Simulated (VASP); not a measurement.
# Cu3Au (Pm-3m) in VASP: further runs

Runs on Cu3Au. Level: r2SCAN. Tasks: single point.

All numbers are computed with VASP 6.6.1; they aren't measurements. Logs are shortened: lines on timing, memory, paths and dates and some standing lists are left out, and cuts for length are marked.

## 1. The cell of the first run

Symmetry: Pm-3m, No. 221, cubic system. Conventional cell: a = 3.735 Å, b = 3.735 Å, c = 3.735 Å, α = 90.00°, β = 90.00°, γ = 90.00°. Cu (site symmetry 4/mmm) has 8 Cu at 2.64 Å and 4 Au at 2.64 Å within 3.5 Å. Within 3.5 Å of Au (site symmetry m-3m) lie 12 Cu at 2.64 Å.

## 2. Single point, r2SCAN

POSCAR reads:

```
Cu3Au
1.0
    3.7351220572      0.0000000000      0.0000000000
    0.0000000000      3.7351220572      0.0000000000
    0.0000000000      0.0000000000      3.7351220572
Cu Au
3 1
Direct
    0.0000000000      0.5000000000      0.5000000000
    0.5000000000      0.0000000000      0.5000000000
    0.5000000000      0.5000000000      0.0000000000
    0.0000000000      0.0000000000      0.0000000000
```

INCAR.step1 reads:

```
PREC = Accurate
ENCUT = 660
ISMEAR = 0
SIGMA = 0.1
LREAL = F
LASPH = T
NELM = 120
NBANDS = 30
GGA = PE
ALGO = Normal
EDIFF = 1E-5
LWAVE = T
LCHARG = F
GGA_COMPAT = F
```

INCAR.step2 reads:

```
PREC = Accurate
ENCUT = 660
EDIFF = 1E-6
ISMEAR = 0
SIGMA = 0.1
LREAL = F
LASPH = T
NELM = 120
ALGO = Normal
ISIF = 2
LWAVE = F
LCHARG = T
METAGGA = R2SCAN
LMIXTAU = T
LELF = T
LVHAR = T
NBANDS = 30
ISTART = 1
GGA_COMPAT = F
```

KPOINTS reads:

```
regular mesh
0
Gamma
  12 12 12
```

Potentials or basis: VASP PAW PBE potentials, release 64 (Cu, Au).

The run is started by

```bash
cat potpaw_PBE.64/Cu/POTCAR potpaw_PBE.64/Au/POTCAR > POTCAR
cp INCAR.step1 INCAR
mpirun -np 1 vasp_std > vasp.out
cp INCAR.step2 INCAR
mpirun -np 1 vasp_std > vasp.out
```

OUTCAR:

```text
PREC = Accurate
   ENCUT = 660
   EDIFF = 1E-6
   ISMEAR = 0
   LREAL = F
   LASPH = T
   NELM = 120
   ISIF = 2
   METAGGA = R2SCAN
   ISTART = 1

 ion  position               nearest neighbor table
   1  0.000  0.500  0.500-   2 2.64   3 2.64   4 2.64   3 2.64   4 2.64   2 2.64   4 2.64   4 2.64
                             2 2.64   3 2.64   3 2.64   2 2.64
   2  0.500  0.000  0.500-   1 2.64   3 2.64   4 2.64   3 2.64   4 2.64   1 2.64   3 2.64   3 2.64
                             1 2.64   4 2.64   4 2.64   1 2.64
   3  0.500  0.500  0.000-   1 2.64   2 2.64   4 2.64   1 2.64   2 2.64   2 2.64   4 2.64   2 2.64
                             1 2.64   4 2.64   1 2.64   4 2.64
   4  0.000  0.000  0.000-   1 2.64   2 2.64   3 2.64   1 2.64   2 2.64   1 2.64   3 2.64   1 2.64
                             2 2.64   3 2.64   2 2.64   3 2.64

  LATTYP: Found a simple cubic cell.
 ALAT       =     3.7351220572

  Lattice vectors:

 A1 = (   3.7351220572,   0.0000000000,   0.0000000000)
 A2 = (   0.0000000000,   3.7351220572,   0.0000000000)
 A3 = (   0.0000000000,   0.0000000000,   3.7351220572)

Analysis of symmetry for initial positions (statically):
=====================================================================
 Subroutine PRICEL returns:
 Original cell was already a primitive cell.

 Routine SETGRP: Setting up the symmetry group for a
 simple cubic supercell.

 Subroutine GETGRP returns: Found 48 space group operations
 (whereof 48 operations were pure point group operations)
 out of a pool of 48 trial point group operations.

The static configuration has the point symmetry O_h .

Analysis of symmetry for dynamics (positions and initial velocities):
=====================================================================
 Subroutine PRICEL returns:
 Original cell was already a primitive cell.

 Routine SETGRP: Setting up the symmetry group for a
 simple cubic supercell.

 Subroutine GETGRP returns: Found 48 space group operations
 (whereof 48 operations were pure point group operations)
 out of a pool of 48 trial point group operations.

The dynamic configuration has the point symmetry O_h .

 Subroutine INISYM returns: Found 48 space group operations
 (whereof 48 operations are pure point group operations),
 and found     1 'primitive' translations

----------------------------------------------------------------------------------------

                                     Primitive cell

  volume of cell :      52.1092

  direct lattice vectors                    reciprocal lattice vectors
     3.735122057  0.000000000  0.000000000     0.267728868  0.000000000  0.000000000
     0.000000000  3.735122057  0.000000000     0.000000000  0.267728868  0.000000000
     0.000000000  0.000000000  3.735122057     0.000000000  0.000000000  0.267728868

  length of vectors
     3.735122057  3.735122057  3.735122057     0.267728868  0.267728868  0.267728868

  position of ions in fractional coordinates (direct lattice)
     0.000000000  0.500000000  0.500000000
     0.500000000  0.000000000  0.500000000
     0.500000000  0.500000000  0.000000000
     0.000000000  0.000000000  0.000000000

  ion indices of the primitive-cell ions
   primitive index   ion index
                 1           1
                 2           2
                 3           3
                 4           4

----------------------------------------------------------------------------------------

 KPOINTS: regular mesh

Automatic generation of k-mesh.
 Grid dimensions read from file:
 generate k-points for:   12   12   12

 Generating k-lattice:

  Cartesian coordinates                     Fractional coordinates (reciprocal lattice)
     0.022310739  0.000000000  0.000000000     0.083333333  0.000000000  0.000000000
     0.000000000  0.022310739  0.000000000     0.000000000  0.083333333  0.000000000
     0.000000000  0.000000000  0.022310739     0.000000000  0.000000000  0.083333333

  Length of vectors
     0.022310739  0.022310739  0.022310739

  Shift w.r.t. Gamma in fractional coordinates (k-lattice)
     0.000000000  0.000000000  0.000000000

 Subroutine IBZKPT returns following result:
 ===========================================

 Found     84 irreducible k-points:

 Following reciprocal coordinates:
            Coordinates               Weight
  0.000000  0.000000  0.000000      1.000000
  0.083333  0.000000  0.000000      6.000000
  0.166667  0.000000  0.000000      6.000000
  0.250000  0.000000  0.000000      6.000000
  0.333333  0.000000  0.000000      6.000000
  0.416667  0.000000  0.000000      6.000000
[... 16 lines left out ...]
  0.333333  0.333333  0.000000     12.000000
  0.416667  0.333333  0.000000     24.000000
 [... further k-points ...]
   k-points           NKPTS =     84   k-points in BZ     NKDIM =     84   number of bands    NBANDS=     30
   number of dos      NEDOS =    301   number of ions     NIONS =      4
   total plane-waves  NPLWV =  32768
   dimension x,y,z NGX =    32 NGY =   32 NGZ =   32
   dimension x,y,z NGXF=    64 NGYF=   64 NGZF=   64
   ions per type =               3   1
   NGX,Y,Z   is equivalent  to a cutoff of  14.24, 14.24, 14.24 a.u.
   NGXF,Y,Z  is equivalent  to a cutoff of  28.49, 28.49, 28.49 a.u.
 SYSTEM =  unknown system
   PREC   = accura    normal or accurate (medium, high low for compatibility)
   ISTART =      1    job   : 0-new  1-cont  2-samecut
   ICHARG =      0    charge: 1-file 2-atom 10-const
   ISPIN  =      1    spin polarized calculation?
   LNONCOLLINEAR =      F non collinear calculations
   LSORBIT =      F    spin-orbit coupling
   LASPH  =      T    aspherical Exc in radial PAW
   ENCUT  =  660.0 eV  48.51 Ry    6.96 a.u.   7.82  7.82  7.82*2*pi/ulx,y,z
   NELM   =    120;   NELMIN=  2; NELMDL=  0     # of ELM steps
   EDIFF  = 0.1E-05   stopping-criterion for ELM
   LREAL  =      F    real-space projection
   EDIFFG = 0.1E-04   stopping-criterion for IOM
   NSW    =      0    number of steps for IOM
   IBRION =     -1    ionic relax: 0-MD 1-quasi-New 2-CG
   NFREE  =      0    steps in history (QN), initial steepest desc. (CG)
   ISIF   =      2    stress and relaxation
   ISYM   =      2    0-nonsym 1-usesym 2-fastsym
   POTIM  = 0.5000    time-step for ionic-motion
   TEBEG  =    0.0;   TEEND  =   0.0 temperature during run
   PSTRESS=    0.0 pullay stress
   NELECT =      44.0000    total number of electrons
   NUPDOWN=      -1.0000    fix difference up-down
   EMIN   =  10.00;   EMAX   =-10.00  energy-range for DOS
   EFERMI =   0.00;   METHOD = LEGACY
   ISMEAR =     0;   SIGMA  =   0.10  broadening in eV -4-tet -1-fermi 0-gaus
   EFERMI_NEDOS =   21; number of points for ismear=-14 and -15
   IALGO  =     38    algorithm
   IMIX   =      4    mixing-type and parameters
     AMIX     =   0.40;   BMIX     =  1.00
     AMIX_MAG =   1.60;   BMIX_MAG =  1.00
  volume/ion in A,a.u.               =      13.03        87.91
  Fermi-wavevector in a.u.,A,eV,Ry     =   1.547347  2.924061 32.576175  2.394281
  Thomas-Fermi vector in A             =   2.652453
   LORBIT       =      0    0 simple, 1 ext, 2 COOP (PROOUT), +10 PAW based schemes
   METAGGA = R2SCAN    functional components
   LHFCALC =     F    Hartree Fock is set to
   AEXX    =    0.0000 exact exchange contribution
   IVDW    =     0    specifies the selected vdW correction
   LEPSILON=     F    determine dielectric tensor
   LRPA    =     F    only Hartree local field effects (RPA)
 non-spin polarized calculation
 Gauss-broadening in eV      SIGMA  =   0.10
  energy-cutoff  :      660.00
  volume of cell :       52.11
 maximum number of plane-waves:      2028
 NGX is ok and might be reduce to    32
   NGX = 15   NGY = 15   NGZ = 15

 number of electron      44.0000029 magnetization

 Free energy of the ion-electron system (eV)
  ---------------------------------------------------
  ext. energy  EPLUGINS =         0.00000000
  ---------------------------------------------------
  free energy    TOTEN  =       -83.26645627 eV

  energy without entropy =      -83.26214678  energy(sigma->0) =      -83.26430152

 E-fermi :   8.3057     XC(G=0): -13.7466

 val. band max:        8.2563632572   @ k =   0.1667   0.0833   0.0000
 cond. band min:       8.3296550759   @ k =   0.3333   0.3333   0.0000
 fundamental gap:      0.0732918188
 Fermi energy:         8.3056592641

 k-point     1 :       0.0000    0.0000    0.0000
  band No.  band energies     occupation
      1      -1.7883      2.00000
      2       1.5060      2.00000
      3       1.5060      2.00000
      4       2.3555      2.00000
      5       2.3555      2.00000
      6       2.3555      2.00000
[... 22 lines left out ...]
     29      19.9635      0.00000
     30      19.9635      0.00000

 k-point     2 :       0.0833    0.0000    0.0000
  band No.  band energies     occupation
      1      -1.7006      2.00000
      2       1.5379      2.00000
      3       1.5500      2.00000
      4       2.3734      2.00000
      5       2.3763      2.00000
      6       2.3763      2.00000
[... 22 lines left out ...]
     29      19.8976      0.00000
     30      19.8976      0.00000

 k-point     3 :       0.1667    0.0000    0.0000
  band No.  band energies     occupation
      1      -1.4415      2.00000
      2       1.6279      2.00000
      3       1.6699      2.00000
      4       2.4240      2.00000
      5       2.4366      2.00000
      6       2.4366      2.00000
[... 22 lines left out ...]
     29      19.4122      0.00000
     30      19.4227      0.00000

 k-point     4 :       0.2500    0.0000    0.0000
  band No.  band energies     occupation
      1      -1.0256      2.00000
      2       1.7582      2.00000
      3       1.8235      2.00000
      4       2.4977      2.00000
      5       2.5297      2.00000
      6       2.5297      2.00000
[... 22 lines left out ...]
     29      18.8720      0.00000
     30      19.0053      0.00000

 k-point     5 :       0.3333    0.0000    0.0000
  band No.  band energies     occupation
      1      -0.4869      2.00000
      2       1.8985      2.00000
      3       1.9184      2.00000
      4       2.5779      2.00000
      5       2.6400      2.00000
      6       2.6400      2.00000
[... 22 lines left out ...]
     29      17.9481      0.00000
     30      18.6720      0.00000
[... 526 lines left out ...]
     29      20.7047      0.00000
     30      20.9584      0.00000

 k-point    22 :       0.5000    0.2500    0.0000
  band No.  band energies     occupation
      1       1.1037      2.00000
      2       1.6331      2.00000
      3       2.4249      2.00000
      4       2.7378      2.00000
      5       2.7995      2.00000
      6       3.0473      2.00000
[... 22 lines left out ...]
     29      21.2434      0.00000
     30      21.5100      0.00000

 k-point    23 :       0.3333    0.3333    0.0000
  band No.  band energies     occupation
      1       0.6671      2.00000
      2       1.9333      2.00000
      3       2.6914      2.00000
      4       2.6932      2.00000
      5       2.7073      2.00000
      6       2.7969      2.00000
[... 22 lines left out ...]
     29      19.3600      0.00000
     30      19.7804      0.00000

 k-point    24 :       0.4167    0.3333    0.0000
  band No.  band energies     occupation
      1       1.1530      2.00000
      2       1.8184      2.00000
      3       2.7046      2.00000
      4       2.7461      2.00000
      5       2.8147      2.00000
      6       3.0465      2.00000
[... 22 lines left out ...]
     29      19.8737      0.00000
     30      20.1512      0.00000

 [... further k-points ...]
[... 5 lines left out ...]
  --------------------------------------------------------------------------------------
  -------------------------------------------------------------------------------------
  Total        0.0939642      0.0939642      0.0939642     -0.0000000      0.0000000      0.0000000
  in kB        2.8890740      2.8890740      2.8890740     -0.0000000      0.0000000      0.0000000
  external PRESSURE =       2.8890740 kB  Pullay stress =       0.0000000 kB

 VOLUME and BASIS-vectors are now :
 -----------------------------------------------------------------------------
  energy-cutoff  :      660.00
  volume of cell :       52.11
      direct lattice vectors                 reciprocal lattice vectors
     3.735122057  0.000000000  0.000000000     0.267728868  0.000000000  0.000000000
     0.000000000  3.735122057  0.000000000     0.000000000  0.267728868  0.000000000
     0.000000000  0.000000000  3.735122057     0.000000000  0.000000000  0.267728868

 POSITION                                       TOTAL-FORCE (eV/Angst)
 -----------------------------------------------------------------------------------
      0.00000      1.86756      1.86756         0.000000      0.000000      0.000000
      1.86756      0.00000      1.86756         0.000000      0.000000      0.000000
      1.86756      1.86756      0.00000         0.000000      0.000000      0.000000
      0.00000      0.00000      0.00000         0.000000      0.000000      0.000000
 -----------------------------------------------------------------------------------
    total drift:                                0.000000     -0.000000     -0.000000

  FREE ENERGIE OF THE ION-ELECTRON SYSTEM (eV)
  ---------------------------------------------------
  free  energy   TOTEN  =       -83.2664562708 eV

  energy  without entropy=      -83.2621467754  energy(sigma->0) =      -83.26430152
```

Wall time 7.4 min (1 thread of Oxide Virtual Turin-like, shared host); peak memory 0.27 GiB.

What came out:

| Property | Result |
| --- | --- |
| Free energy | -83.2665 eV |
| Pressure | 0.3 GPa |
| Band gap on the k mesh | zero (bands 22 and 23 overlap by 2.40 eV) |

Caveat: the PAW data sets were made with another functional, which shifts forces and pressure a little; spin-orbit coupling is left out, which moves the levels of the heavy elements.

(Part 1 of 2 ends here.)

The gap in the log of VASP goes by the Fermi energy; the results here count the filled bands.